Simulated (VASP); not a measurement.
# Rb2ScCdC6N6 (Fm-3m) in VASP: further runs

Rb2ScCdC6N6 is run at these levels: PBE; tasks: relaxation of cell and atoms, single point.

All numbers are computed with VASP 6.6.1; they aren't measurements. Logs are shortened: lines on timing, memory, paths and dates and some standing lists are left out, and cuts for length are marked.

### Step 1. The cell of the first run

The structure is cubic, space group Fm-3m (No. 225). The conventional cell has a = 10.579 Å, b = 10.579 Å, c = 10.579 Å, α = 90.00°, β = 90.00°, γ = 90.00°. Within 5.0 Å of Rb (site symmetry -43m) lie 12 N at 3.78 Å and 12 C at 3.79 Å and 4 Sc at 4.58 Å and 4 Cd at 4.58 Å. Within 2.7 Å of Sc (site symmetry m-3m) lie 6 C at 2.02 Å. Within 2.8 Å of Cd (site symmetry m-3m) lie 6 N at 2.10 Å. Within 1.6 Å of C (site symmetry 4mm) lie 1 N at 1.17 Å. Within 1.6 Å of N (site symmetry 4mm) lie 1 C at 1.17 Å.

### Step 2. Relaxation of cell and atoms, PBE

INCAR reads:

```
SYSTEM = Rb2ScCdC6N6
ALGO = Normal ; EDIFF = 1E-6
EDIFFG = -0.04 ; ENCUT = 600
GGA = PE ; IBRION = 2
ISIF = 3 ; ISMEAR = 0
LASPH = .TRUE. ; LCHARG = .FALSE.
LREAL = Auto ; LWAVE = .FALSE.
NELM = 80 ; NSW = 90
PREC = Accurate ; SIGMA = 0.1
```

KPOINTS reads:

```
k-points
0
G
  4 4 4
  0 0 0
```

POSCAR reads:

```
Rb2ScCdC6N6
1.0
    0.0000000000      5.2895000000      5.2895000000
    5.2895000000      0.0000000000      5.2895000000
    5.2895000000      5.2895000000      0.0000000000
Rb Sc Cd C N
2 1 1 6 6
Direct
    0.2500000000      0.2500000000      0.2500000000
    0.7500000000      0.7500000000      0.7500000000
    0.0000000000      0.0000000000      0.0000000000
    0.5000000000      0.5000000000      0.5000000000
    0.8088666200      0.1911333800      0.1911333800
    0.1911333800      0.8088666200      0.1911333800
    0.1911333800      0.1911333800      0.8088666200
    0.1911333800      0.8088666200      0.8088666200
    0.8088666200      0.1911333800      0.8088666200
    0.8088666200      0.8088666200      0.1911333800
    0.6982701600      0.3017298400      0.3017298400
    0.3017298400      0.6982701600      0.3017298400
    0.3017298400      0.3017298400      0.6982701600
    0.3017298400      0.6982701600      0.6982701600
    0.6982701600      0.3017298400      0.6982701600
    0.6982701600      0.6982701600      0.3017298400
```

Potentials or basis: VASP PAW PBE potentials, release 64 (Rb_sv, Sc_sv, Cd, C, N).

On the command line:

```
$ cat potpaw_PBE.64/Rb_sv/POTCAR potpaw_PBE.64/Sc_sv/POTCAR potpaw_PBE.64/Cd/POTCAR potpaw_PBE.64/C/POTCAR potpaw_PBE.64/N/POTCAR > POTCAR
$ mpirun -np 1 vasp_std > vasp.out
```

OUTCAR:

```text
SYSTEM = Rb2ScCdC6N6
   EDIFF = 1E-6
   EDIFFG = -0.04
   ENCUT = 600
   GGA = PE
   IBRION = 2
   ISIF = 3
   ISMEAR = 0
   LASPH = .TRUE.
   LREAL = Auto
   NELM = 80
   NSW = 90
   PREC = Accurate

 ion  position               nearest neighbor table
   1  0.250  0.250  0.250-  11 3.78  12 3.78  13 3.78  13 3.78  14 3.78  15 3.78  12 3.78  14 3.78
                            16 3.78  11 3.78  15 3.78  16 3.78   5 3.79   9 3.79  10 3.79   6 3.79
   2  0.750  0.750  0.750-  12 3.78  13 3.78  14 3.78  11 3.78  13 3.78  15 3.78  11 3.78  12 3.78
                            16 3.78  14 3.78  15 3.78  16 3.78   8 3.79   9 3.79  10 3.79   5 3.79
   3  0.000  0.000  0.000-   5 2.02   6 2.02   7 2.02   8 2.02   9 2.02  10 2.02   2 4.58   2 4.58
                             1 4.58   2 4.58   2 4.58   1 4.58   1 4.58   1 4.58
   4  0.500  0.500  0.500-  11 2.10  12 2.10  13 2.10  14 2.10  15 2.10  16 2.10   1 4.58   1 4.58
                             1 4.58   2 4.58   1 4.58   2 4.58   2 4.58   2 4.58
   5  0.809  0.191  0.191-  11 1.17   3 2.02   1 3.79   2 3.79   2 3.79   1 3.79
   6  0.191  0.809  0.191-  12 1.17   3 2.02   1 3.79   2 3.79   2 3.79   1 3.79
   7  0.191  0.191  0.809-  13 1.17   3 2.02   1 3.79   2 3.79   2 3.79   1 3.79
   8  0.191  0.809  0.809-  14 1.17   3 2.02   2 3.79   2 3.79   1 3.79   1 3.79
   9  0.809  0.191  0.809-  15 1.17   3 2.02   2 3.79   2 3.79   1 3.79   1 3.79
  10  0.809  0.809  0.191-  16 1.17   3 2.02   2 3.79   2 3.79   1 3.79   1 3.79
  11  0.698  0.302  0.302-   5 1.17   4 2.10   1 3.78   1 3.78   2 3.78   2 3.78
  12  0.302  0.698  0.302-   6 1.17   4 2.10   1 3.78   1 3.78   2 3.78   2 3.78
  13  0.302  0.302  0.698-   7 1.17   4 2.10   1 3.78   1 3.78   2 3.78   2 3.78
  14  0.302  0.698  0.698-   8 1.17   4 2.10   2 3.78   1 3.78   1 3.78   2 3.78
  15  0.698  0.302  0.698-   9 1.17   4 2.10   2 3.78   1 3.78   1 3.78   2 3.78
  16  0.698  0.698  0.302-  10 1.17   4 2.10   2 3.78   1 3.78   1 3.78   2 3.78

  LATTYP: Found a face centered cubic cell.
 ALAT       =    10.5790000000

  Lattice vectors:

 A1 = (   0.0000000000,   5.2895000000,   5.2895000000)
 A2 = (   5.2895000000,   0.0000000000,   5.2895000000)
 A3 = (   5.2895000000,   5.2895000000,   0.0000000000)

Analysis of symmetry for initial positions (statically):
=====================================================================
 Subroutine PRICEL returns:
 Original cell was already a primitive cell.

 Routine SETGRP: Setting up the symmetry group for a
 face centered cubic supercell.

 Subroutine GETGRP returns: Found 48 space group operations
 (whereof 48 operations were pure point group operations)
 out of a pool of 48 trial point group operations.

The static configuration has the point symmetry O_h .

Analysis of symmetry for dynamics (positions and initial velocities):
=====================================================================
 Subroutine PRICEL returns:
 Original cell was already a primitive cell.

 Routine SETGRP: Setting up the symmetry group for a
 face centered cubic supercell.

 Subroutine GETGRP returns: Found 48 space group operations
 (whereof 48 operations were pure point group operations)
 out of a pool of 48 trial point group operations.

The dynamic configuration has the point symmetry O_h .

 Subroutine INISYM returns: Found 48 space group operations
 (whereof 48 operations are pure point group operations),
 and found     1 'primitive' translations

----------------------------------------------------------------------------------------

                                     Primitive cell

  volume of cell :     295.9878

  direct lattice vectors                    reciprocal lattice vectors
     0.000000000  5.289500000  5.289500000    -0.094526893  0.094526893  0.094526893
     5.289500000  0.000000000  5.289500000     0.094526893 -0.094526893  0.094526893
     5.289500000  5.289500000  0.000000000     0.094526893  0.094526893 -0.094526893

  length of vectors
     7.480482638  7.480482638  7.480482638     0.163725381  0.163725381  0.163725381

  position of ions in fractional coordinates (direct lattice)
     0.250000000  0.250000000  0.250000000
     0.750000000  0.750000000  0.750000000
     0.000000000  0.000000000  0.000000000
     0.500000000  0.500000000  0.500000000
     0.808866620  0.191133380  0.191133380
     0.191133380  0.808866620  0.191133380
[... 8 lines left out ...]
     0.698270160  0.301729840  0.698270160
     0.698270160  0.698270160  0.301729840

  ion indices of the primitive-cell ions
   primitive index   ion index
                 1           1
                 2           2
                 3           3
                 4           4
                 5           5
                 6           6
[... 8 lines left out ...]
                15          15
                16          16

----------------------------------------------------------------------------------------

 KPOINTS: k-points

Automatic generation of k-mesh.
 Grid dimensions read from file:
 generate k-points for:    4    4    4

 Generating k-lattice:

  Cartesian coordinates                     Fractional coordinates (reciprocal lattice)
    -0.023631723  0.023631723  0.023631723     0.250000000  0.000000000  0.000000000
     0.023631723 -0.023631723  0.023631723     0.000000000  0.250000000  0.000000000
     0.023631723  0.023631723 -0.023631723     0.000000000  0.000000000  0.250000000

  Length of vectors
     0.040931345  0.040931345  0.040931345

  Shift w.r.t. Gamma in fractional coordinates (k-lattice)
     0.000000000  0.000000000  0.000000000

 Subroutine IBZKPT returns following result:
 ===========================================

 Found      8 irreducible k-points:

 Following reciprocal coordinates:
            Coordinates               Weight
  0.000000  0.000000  0.000000      1.000000
  0.250000  0.000000  0.000000      8.000000
  0.500000  0.000000  0.000000      4.000000
  0.250000  0.250000  0.000000      6.000000
  0.500000  0.250000  0.000000     24.000000
 -0.250000  0.250000  0.000000     12.000000
  0.500000  0.500000  0.000000      3.000000
 -0.250000  0.500000  0.250000      6.000000
   k-points           NKPTS =      8   k-points in BZ     NKDIM =      8   number of bands    NBANDS=     57
   number of dos      NEDOS =    301   number of ions     NIONS =     16
   total plane-waves  NPLWV = 216000
   dimension x,y,z NGX =    60 NGY =   60 NGZ =   60
   dimension x,y,z NGXF=   120 NGYF=  120 NGZF=  120
   ions per type =               2   1   1   6   6
   NGX,Y,Z   is equivalent  to a cutoff of  13.33, 13.33, 13.33 a.u.
   NGXF,Y,Z  is equivalent  to a cutoff of  26.67, 26.67, 26.67 a.u.
 SYSTEM =  Rb2ScCdC6N6
   PREC   = accura    normal or accurate (medium, high low for compatibility)
   ISTART =      0    job   : 0-new  1-cont  2-samecut
   ICHARG =      2    charge: 1-file 2-atom 10-const
   ISPIN  =      1    spin polarized calculation?
   LNONCOLLINEAR =      F non collinear calculations
   LSORBIT =      F    spin-orbit coupling
   LASPH  =      T    aspherical Exc in radial PAW
   ENCUT  =  600.0 eV  44.10 Ry    6.64 a.u.  14.94 14.94 14.94*2*pi/ulx,y,z
   NELM   =     80;   NELMIN=  2; NELMDL= -5     # of ELM steps
   EDIFF  = 0.1E-05   stopping-criterion for ELM
   LREAL  =      T    real-space projection
   EDIFFG = -.4E-01   stopping-criterion for IOM
   NSW    =     90    number of steps for IOM
   IBRION =      2    ionic relax: 0-MD 1-quasi-New 2-CG
   NFREE  =      1    steps in history (QN), initial steepest desc. (CG)
   ISIF   =      3    stress and relaxation
   ISYM   =      2    0-nonsym 1-usesym 2-fastsym
   POTIM  = 0.5000    time-step for ionic-motion
   TEBEG  =    0.0;   TEEND  =   0.0 temperature during run
   PSTRESS=    0.0 pullay stress
   NELECT =      95.0000    total number of electrons
   NUPDOWN=      -1.0000    fix difference up-down
   EMIN   =  10.00;   EMAX   =-10.00  energy-range for DOS
   EFERMI =   0.00;   METHOD = LEGACY
   ISMEAR =     0;   SIGMA  =   0.10  broadening in eV -4-tet -1-fermi 0-gaus
   EFERMI_NEDOS =   21; number of points for ismear=-14 and -15
   IALGO  =     38    algorithm
   IMIX   =      4    mixing-type and parameters
     AMIX     =   0.40;   BMIX     =  1.00
     AMIX_MAG =   1.60;   BMIX_MAG =  1.00
  volume/ion in A,a.u.               =      18.50       124.84
  Fermi-wavevector in a.u.,A,eV,Ry     =   1.120877  2.118151 17.093897  1.256366
  Thomas-Fermi vector in A             =   2.257527
   LORBIT       =      0    0 simple, 1 ext, 2 COOP (PROOUT), +10 PAW based schemes
   GGA     = PE    functional components
   LHFCALC =     F    Hartree Fock is set to
   AEXX    =    0.0000 exact exchange contribution
   IVDW    =     0    specifies the selected vdW correction
   LEPSILON=     F    determine dielectric tensor
   LRPA    =     F    only Hartree local field effects (RPA)
 conjugate gradient relaxation of ions
 non-spin polarized calculation
 Gauss-broadening in eV      SIGMA  =   0.10
  energy-cutoff  :      600.00
  volume of cell :      295.99
 maximum number of plane-waves:      9922
   NGX = 29   NGY = 29   NGZ = 29

--------------------------------------- Ionic step        1  -------------------------------------------

 number of electron      95.0000002 magnetization

 Free energy of the ion-electron system (eV)
  ---------------------------------------------------
  ext. energy  EPLUGINS =         0.00000000
  ---------------------------------------------------
  free energy    TOTEN  =      -109.53824894 eV

  energy without entropy =     -109.47663769  energy(sigma->0) =     -109.50744331

------------------------ aborting loop because EDIFF is reached ----------------------------------------

  FORCE on cell =-STRESS in cart. coord.  units (eV):
  Direction    XX          YY          ZZ          XY          YZ          ZX
  --------------------------------------------------------------------------------------
  -------------------------------------------------------------------------------------
  Total       32.5654620     32.5654620     32.5654620     -0.0000000     -0.0000000     -0.0000000
  in kB      176.2763165    176.2763165    176.2763165     -0.0000000     -0.0000000     -0.0000000
  external PRESSURE =     176.2763165 kB  Pullay stress =       0.0000000 kB
[... 131 lines left out ...]
  FREE ENERGIE OF THE ION-ELECTRON SYSTEM (eV)
  ---------------------------------------------------
  free  energy   TOTEN  =      -112.2404792648 eV

  energy  without entropy=     -112.1687112386  energy(sigma->0) =     -112.20459525

[... ionic steps 4 to 8 ...]

--------------------------------------- Ionic step        9  -------------------------------------------

 number of electron      94.9999999 magnetization

------------------------ aborting loop because EDIFF is reached ----------------------------------------

  FORCE on cell =-STRESS in cart. coord.  units (eV):
  Direction    XX          YY          ZZ          XY          YZ          ZX
  --------------------------------------------------------------------------------------
  -------------------------------------------------------------------------------------
  Total        0.2337983      0.2337983      0.2337983     -0.0000000      0.0000000      0.0000000
  in kB        0.9484645      0.9484645      0.9484645     -0.0000000      0.0000000      0.0000000
  external PRESSURE =       0.9484645 kB  Pullay stress =       0.0000000 kB
[... 85 lines left out ...]
  energy  without entropy=     -114.2060886133  energy(sigma->0) =     -114.24513722

--------------------------------------- Ionic step       11  -------------------------------------------

 number of electron      94.9999999 magnetization

 Free energy of the ion-electron system (eV)
  ---------------------------------------------------
  ext. energy  EPLUGINS =         0.00000000
  ---------------------------------------------------
  free energy    TOTEN  =      -114.28439221 eV

  energy without entropy =     -114.20621341  energy(sigma->0) =     -114.24530281

 E-fermi :   1.4095     XC(G=0):  -6.9502

 val. band max:        1.4059859598   @ k =   0.2500   0.0000   0.0000
 cond. band min:       1.4320619650   @ k =   0.5000   0.0000   0.0000
 fundamental gap:      0.0260760052
 Fermi energy:         1.4094659403

 k-point     1 :       0.0000    0.0000    0.0000
  band No.  band energies     occupation
      1     -48.5842      2.00000
      2     -28.1078      2.00000
      3     -28.1074      2.00000
      4     -27.2464      2.00000
      5     -27.2464      2.00000
      6     -27.2464      2.00000
[... 512 lines left out ...]
  FREE ENERGIE OF THE ION-ELECTRON SYSTEM (eV)
  ---------------------------------------------------
  free  energy   TOTEN  =      -114.2843922120 eV

  energy  without entropy=     -114.2062134059  energy(sigma->0) =     -114.24530281

 reached required accuracy - stopping structural energy minimisation
```

Wall time 27 min (1 thread of Intel Xeon 6975P-C (Granite Rapids), shared host); peak memory 0.63 GiB.

Results:

| Quantity | Value |
| --- | --- |
| Free energy | -114.2844 eV |
| Relaxed volume | 24.74 Å³/atom |
| Relaxed cell | a = 8.242 Å, b = 8.242 Å, c = 8.242 Å, α = 60.00°, β = 60.00°, γ = 60.00° |
| Space group after relaxing (to 0.1 Å) | Fm-3m (No. 225) |
| Energy gained by relaxing | 296.6 meV/atom |
| Ionic steps | 11 |
| Pressure after relaxing | -0.1 GPa |
| Largest force after relaxing | 0.028 eV/Å |
| Band gap on the k mesh | zero (an odd number of electrons rules out a gap without spin polarisation) |

Forces on the atoms (eV/Å):
```
Rb   0.000  0.000  0.000
Rb   0.000  0.000  0.000
Sc   0.000  0.000  0.000
Cd   0.000  0.000  0.000
C    0.021  0.000  0.000
C    0.000  0.021  0.000
C    0.000  0.000  0.021
C   -0.021  0.000  0.000
C    0.000 -0.021  0.000
C    0.000  0.000 -0.021
N    0.028  0.000  0.000
N    0.000  0.028  0.000
N    0.000  0.000  0.028
N   -0.028  0.000  0.000
N    0.000 -0.028  0.000
N    0.000  0.000 -0.028
```

The path:
```
step  energy change (eV)  largest force (eV/Å)  pressure (GPa)  volume (Å³)
   1              0.0000                2.5407           17.63       295.99
   2             -0.3060               16.0847           12.94       392.02
   3             -2.7022                7.0632           13.08       340.44
   4             -4.5272                1.4797            3.57       371.73
   5             -4.7109                0.9390           -0.17       388.79
   6             -4.7132                0.7398            0.16       387.13
   7             -4.7127                0.6224            0.35       386.15
   8             -4.7304                0.4144            0.27       388.90
   9             -4.7460                0.0994            0.09       394.94
  10             -4.7459                0.1124            0.08       395.12
  11             -4.7461                0.0276           -0.05       395.85
```

Final structure:
```xyz
16
Lattice="0.0000 5.8277 5.8277 5.8277 0.0000 5.8277 5.8277 5.8277 0.0000" Properties=species:S:1:pos:R:3 pbc="T T T"
Rb    2.9139    2.9139    2.9139
Rb    8.7416    8.7416    8.7416
Sc    0.0000    5.8277    5.8277
Cd    5.8277    5.8277    5.8277
C     2.3122    5.8277    5.8277
C     5.8277    2.3122    5.8277
C     5.8277    5.8277    2.3122
C     9.3433    5.8277    5.8277
C     5.8277    9.3433    5.8277
C     5.8277    5.8277    9.3433
N     3.4906    5.8277    5.8277
N     5.8277    3.4906    5.8277
N     5.8277    5.8277    3.4906
N     8.1648    5.8277    5.8277
N     5.8277    8.1648    5.8277
N     5.8277    5.8277    8.1648
```

Caveat: the volume moved by over 15 % at a fixed basis, so the end points are rough.

### Step 3. Single point, PBE, collinear spin, ferromagnetic start

INCAR reads:

```
ALGO = Normal ; EDIFF = 1E-7
ENCUT = 520 ; GGA = PE
ISIF = 2 ; ISMEAR = 0
ISPIN = 2 ; LASPH = T
LCHARG = T ; LELF = T
LMAXMIX = 4 ; LORBIT = 11
LREAL = Auto ; LVHAR = T
LWAVE = F ; MAGMOM = 0 0 0 0 1 1 1 1 1 1 1 1 1 1 1 1
NBANDS = 66 ; NELM = 150
PREC = Accurate ; SIGMA = 0.1
```

KPOINTS reads:

```
k-points
0
Gamma
  4 4 4
```

POSCAR is that of step 2.

Potentials or basis: VASP PAW PBE potentials, release 64 (Rb_sv, Sc_sv, Cd, C, N).

On the command line:

```
$ cat potpaw_PBE.64/Rb_sv/POTCAR potpaw_PBE.64/Sc_sv/POTCAR potpaw_PBE.64/Cd/POTCAR potpaw_PBE.64/C/POTCAR potpaw_PBE.64/N/POTCAR > POTCAR
$ mpirun -np 1 vasp_std > vasp.out
```

Run time: 8.4 min. Hardware: 1 thread of Intel Xeon 6975P-C (Granite Rapids), shared host; peak memory 0.68 GiB.

It converged, with:

```
Free energy                                           : -109.5288 eV
Pressure                                              : 17.7 GPa
Largest force                                         : 2.545 eV/Å
Net moment                                            : 0.92 μB per cell
Site moments                                          : Rb +0.00; Sc +0.26; Cd +0.01; C +0.00; N +0.04 μB
Valence electrons inside the program's atomic spheres : Rb 7.29; Sc 10.44; Cd 10.61; C 2.65; N 3.91
```

Forces in eV/Å, atoms in the order of the input:
```
Rb   0.000  0.000  0.000
Rb   0.000  0.000  0.000
Sc   0.000  0.000  0.000
Cd   0.000  0.000  0.000
C    2.545  0.000  0.000
C    0.000  2.545  0.000
C    0.000  0.000  2.545
C   -2.545  0.000  0.000
C    0.000 -2.545  0.000
C    0.000  0.000 -2.545
N   -1.421  0.000  0.000
N    0.000 -1.421  0.000
N    0.000  0.000 -1.421
N    1.421  0.000  0.000
N    0.000  1.421  0.000
N    0.000  0.000  1.421
```

Levels at points of the mesh, in eV from the Fermi level:
Spin up:
```csv
k point,band 44,band 45,band 46,band 47,band 48,band 49,band 50,band 51,band 52,band 53
"(0.00, 0.00, 0.00)",-4.45,-4.45,-2.98,-2.98,-0.14,-0.14,-0.14,1.74,2.31,2.31
"(0.50, 0.00, 0.00)",-4.73,-4.38,-2.62,-2.62,-0.06,0.08,0.08,2.28,2.56,2.56
"(0.50, 0.50, 0.00)",-4.06,-3.84,-3.03,-2.97,-0.09,0.42,0.42,2.28,2.71,2.71
```
Spin down:
```csv
k point,band 44,band 45,band 46,band 47,band 48,band 49,band 50,band 51
"(0.00, 0.00, 0.00)",-4.37,-4.37,-2.93,-2.93,0.06,0.06,0.06,1.75
"(0.50, 0.00, 0.00)",-4.67,-4.31,-2.57,-2.57,0.14,0.29,0.29,2.37
"(0.50, 0.50, 0.00)",-3.98,-3.77,-2.98,-2.92,0.11,0.64,0.64,2.38
```

Caveat: the cell stands under pressure; a moment this small can come from the mesh or the smearing; forces of over 1 eV/Å act on the atoms, so gaps and moduli don't describe the material at rest.

The gap in the log of VASP goes by the Fermi energy; the results here count the filled bands.